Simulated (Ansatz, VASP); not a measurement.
## GaSb in VASP and in Ansatz

```xyz
2
Lattice="0.0000 2.9929 3.1639 3.1639 0.0000 3.1639 3.1639 2.9929 0.0000" Properties=species:S:1:pos:R:3 pbc="T T T"
Ga    0.0000    0.0000    0.0000
Sb    4.7459    4.4893    4.7459
```

Change from the starting cell: strain +e along x and -e along y +0.0000, strain +e along z and -e/2 along x and y -0.0367.

Alike in both runs: task single point; functional PBE; k mesh 12 × 12 × 12; occupations gaussian, width 0.15 eV; no spin polarisation.

```csv
,VASP,Ansatz
version,VASP 6.6.1,Ansatz 0.2.0
potentials or method,"VASP PAW PBE potentials, release 64 (Ga_d, Sb), cutoff 500 eV","scalar-relativistic, plane waves, PAW"
valence electrons in the cell,18,28
```

```tsv
	VASP	Ansatz	Ansatz less VASP
gap on the k mesh at the Fermi level (eV)	0.20	0.20	0.000
least direct gap on the mesh (eV)	0.28	0.28	0.000
pressure (GPa)	0.1	0.0	-0.07
traceless stress, the component that is largest in VASP (GPa)	1.38	1.39	+0.004
```

The functional is the same, so the differences come from potentials, cutoffs and numerics. VASP's potentials hold 18 valence electrons a cell and Ansatz's 28, so a difference there can come from the potentials and not from the codes.

Neither program's run includes spin-orbit coupling.
